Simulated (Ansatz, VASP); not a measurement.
Rh: VASP beside Ansatz

```
Rh
1.0
     0.00000    2.00121    2.00121
     2.00121    0.00000    2.00121
     2.00121    2.00121    0.00000
Rh
1
Direct
  0.00000 0.00000 0.00000
```

Alike in both runs: task single point; functional RPBE; k mesh 23 × 23 × 23; occupations fermi-dirac, width 0.05 eV; collinear spin.

|  | VASP | Ansatz |
| --- | --- | --- |
| version | VASP 6.6.1 | Ansatz 0.2.0 |
| potentials or method | VASP PAW PBE potentials, release 64 (Rh_pv), cutoff 520 eV | plane waves (420 eV) with PAW, scalar-relativistic |
| valence electrons in the cell | 15 | 17 |

Ansatz gave:

| Item | Value |
| --- | --- |
| pressure (GPa) | -19.9 |
| net moment per atom (μB) | 0.00 |

Question: What did VASP give for the same quantities?

Answer: Pressure (GPa): -19.8; net moment per atom (μB): 0.00.

VASP's potentials were made for PBE, not for RPBE. The functional is the same, so the differences come from potentials, cutoffs and numerics. VASP's potentials hold 15 valence electrons a cell and Ansatz's 17, so a difference there can come from the potentials and not from the codes. Ansatz's warnings: seeded moment not kept.
